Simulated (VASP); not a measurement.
Input of a VASP 6.6.1 run:

The input INCAR:

```
ALGO = Normal
DIPOL = 0.5 0.5 0.310
EDIFF = 1E-6
ENCUT = 520
GGA = PS
IDIPOL = 3
ISIF = 2
ISMEAR = 0
ISPIN = 2
LASPH = T
LCHARG = T
LDIPOL = T
LELF = T
LORBIT = 11
LREAL = F
LVACPOTAV = T
LVHAR = T
LWAVE = F
MAGMOM = 0 0 0 0 0 0 1
NBANDS = 26
NELM = 150
PREC = Accurate
SIGMA = 0.05
```

KPOINTS

```
k-points
0
Gamma
  9 9 1
```

POSCAR

```
Mg3HO3
1.0
    2.9804137519      0.0000000000      0.0000000000
    0.0000000000      2.9804137519      0.0000000000
    0.0000000000      0.0000000000     21.2399431533
Mg O H
3 3 1
Direct
    0.5000000000      0.5000000000      0.1883244212
    0.0000000000      0.0000000000      0.2877909891
    0.5000000000      0.5000000000      0.3857349348
    0.0000000000      0.0000000000      0.1883244212
    0.5000000000      0.5000000000      0.2873494718
    0.0000000000      0.0000000000      0.3879456312
    0.3333333333      0.0000000000      0.4411472802
```

Potentials or basis: VASP PAW PBE potentials, release 64 (Mg, O, H).

The run is started by

```sh
$ cat potpaw_PBE.64/Mg/POTCAR potpaw_PBE.64/O/POTCAR potpaw_PBE.64/H/POTCAR > POTCAR
$ mpirun -np 1 vasp_std > vasp.out
```

Question: What does it give for the largest force?

Answer: 1.291 eV/Å.

Question: What does it give for the site moments?

Answer: Mg -0.00, +0.01 (each value once); O +0.00, +0.01, +0.19; H +0.17 μB.

Question: Estimate the net moment.

Answer: 0.72 μB per cell.

Forces in eV/Å, atoms in the order of the input:
```
Mg   0.001  0.000  0.335
Mg   0.049  0.000 -0.327
Mg   0.313  0.000  0.505
O    0.002  0.000 -0.346
O    0.036  0.000  0.111
O   -0.101  0.000 -1.287
H   -0.300  0.000  1.009
```

Caveat: a moment this small can come from the mesh or the smearing; the PAW data sets were made with another functional, which shifts forces and pressure a little.
